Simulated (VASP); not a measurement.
Input of a VASP 6.6.1 run:

The input POSCAR:

```
LiH
1.0
    0.0000000000      2.1433375124      2.1433375124
    2.1433375124      0.0000000000      2.1433375124
    2.1433375124      2.1433375124      0.0000000000
Li H
1 1
Direct
    0.0000000000      0.0000000000      0.0000000000
    0.2500000000      0.2500000000      0.2500000000
```

File INCAR.step1:

```
  ALGO = Normal
  EDIFF = 1E-4
  ENCUT = 600
  GGA = PE
  ISMEAR = -1
  LASPH = T
  LCHARG = F
  LREAL = F
  LWAVE = T
  NELM = 80
  PREC = Accurate
  SIGMA = 0.02
```

File INCAR.step2:

```
  ALGO = Normal
  EDIFF = 1E-6
  EDIFFG = -0.005
  ENCUT = 600
  IBRION = 2
  ISIF = 3
  ISMEAR = -1
  ISTART = 1
  LASPH = T
  LCHARG = F
  LMIXTAU = T
  LREAL = F
  LWAVE = F
  METAGGA = R2SCAN
  NELM = 80
  NSW = 80
  PREC = Accurate
  SIGMA = 0.02
```

The input KPOINTS:

```
k-points
0
Gamma
  10 10 10
```

Potentials or basis: VASP PAW PBE potentials, release 64 (Li_sv, H).

Run with:

```bash
$ cat potpaw_PBE.64/Li_sv/POTCAR potpaw_PBE.64/H/POTCAR > POTCAR
$ cp INCAR.step1 INCAR
$ mpirun -np 1 vasp_std > vasp.out
$ cp INCAR.step2 INCAR
$ mpirun -np 1 vasp_std > vasp.out
```

Predict the band gap on the k mesh.

4.83 eV, indirect (least direct gap 5.85 eV).

Final structure:
```yaml
crystal:
  lattice:
    - [0.00000, 2.14334, 2.14334]
    - [2.14334, 0.00000, 2.14334]
    - [2.14334, 2.14334, 0.00000]
  atoms:
    - { symbol: Li, position: [0.00000, 0.00000, 0.00000] }
    - { symbol: H, position: [0.25000, 0.25000, 0.25000] }
```

Caveat: the relaxation stopped at its first step, so nothing moved. A k mesh can miss the band edges.
